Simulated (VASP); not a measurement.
Input of a VASP 6.6.1 run:

INCAR

```
SYSTEM = Hf
PREC = Accurate
ENCUT = 600
EDIFF = 1E-6
ISMEAR = 0
SIGMA = 0.1
LREAL = .False.
LASPH = .True.
NELM = 80
ALGO = Fast
ISIF = 3
LWAVE = .False.
LCHARG = .False.
GGA = PE
IBRION = 2
NSW = 100
EDIFFG = -0.01
```

Contents of KPOINTS:

```
regular mesh
0
Gamma
  18 18 18
  0 0 0
```

The input POSCAR:

```
Hf
1.0
    1.5235392147     -5.0779434142      0.0000000000
    1.5235392147      5.0779434142      0.0000000000
    0.0000000000      0.0000000000      3.0791168363
Hf
2
Direct
    0.8545917209      0.1454082791      0.2500000000
    0.1454082791      0.8545917209      0.7500000000
```

Potentials or basis: VASP PAW PBE potentials, release 64 (Hf_pv).

Command:

```console
$ cat potpaw_PBE.64/Hf_pv/POTCAR > POTCAR
$ mpirun -np 1 vasp_std > vasp.out
```

Q: Predict the space group after relaxing (to 0.1 Å).

A: Cmcm (No. 63).

Q: Estimate the relaxed cell.

A: a = 5.286 Å, b = 5.286 Å, c = 3.079 Å, α = 90.00°, β = 90.00°, γ = 146.50°.

Q: Estimate the band gap on the k mesh.

A: Zero (bands 10 and 11 overlap by 1.17 eV).

Forces on the atoms (eV/Å):
```
Hf   0.000 -0.006  0.000
Hf   0.000  0.006  0.000
```

Caveat: spin-orbit coupling is left out, which moves the levels of the heavy elements.
